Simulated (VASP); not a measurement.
## BiB: single point with PBE

The system is BiB.

```
B Bi
1.0
     0.00000    2.74487    2.74487
     2.60489    0.00000    2.74487
     2.60489    2.74487    0.00000
B Bi
1 1
Direct
  0.00000 0.00000 0.00000
  0.25000 0.25000 0.25000
```

This cell differs from its parent crystal: uniaxial x strain -5.1%.

| Item | Value |
| --- | --- |
| Program | VASP 6.6.1 |
| Task | single point |
| Functional | PBE |
| Potentials or basis | VASP PAW PBE potentials, release 64 (B, Bi_d) |
| Cutoff | 520 eV |
| k mesh | 8 × 8 × 8 |
| Occupations | fermi-dirac, width 0.02 eV |
| Spin | no spin polarisation |

```
Pressure               : 5.9 GPa
Band gap on the k mesh : 0.05 eV, indirect (least direct gap 0.39 eV)
```

Stress tensor (GPa, compression positive):
```
8.83 0.00 0.00
0.00 4.38 0.00
0.00 0.00 4.38
```

Levels at points of the mesh, in eV from the valence-band top:
```
           k point  band 5  band 6  band 7  band 8  band 9  band 10  band 11  band 12  band 13  band 14
(0.00, 0.00, 0.00)  -23.41  -14.82   -0.40   -0.40    0.00     0.39     2.44     2.73     2.73     6.14
(0.50, 0.00, 0.00)  -23.37  -12.58   -8.27   -2.20   -1.73     0.29     3.82     4.23     5.79     8.31
(0.50, 0.50, 0.00)  -23.37  -11.68   -8.45   -3.83   -3.76     0.76     0.85     8.11     8.37     9.02
(0.00, 0.50, 0.50)  -23.36  -11.37   -8.13   -4.19   -4.19     0.27     0.37     8.62     8.79     8.79
```

Run time: 31 s on 1 thread of Intel(R) Xeon(R) Platinum 8488C (Sapphire Rapids), on a shared host, peak memory 0.18 GiB.

Caveat: the cell differs from its parent crystal (uniaxial x strain -5.1%); spin-orbit coupling is left out, which moves the levels of the heavy elements. A k mesh can miss the band edges.
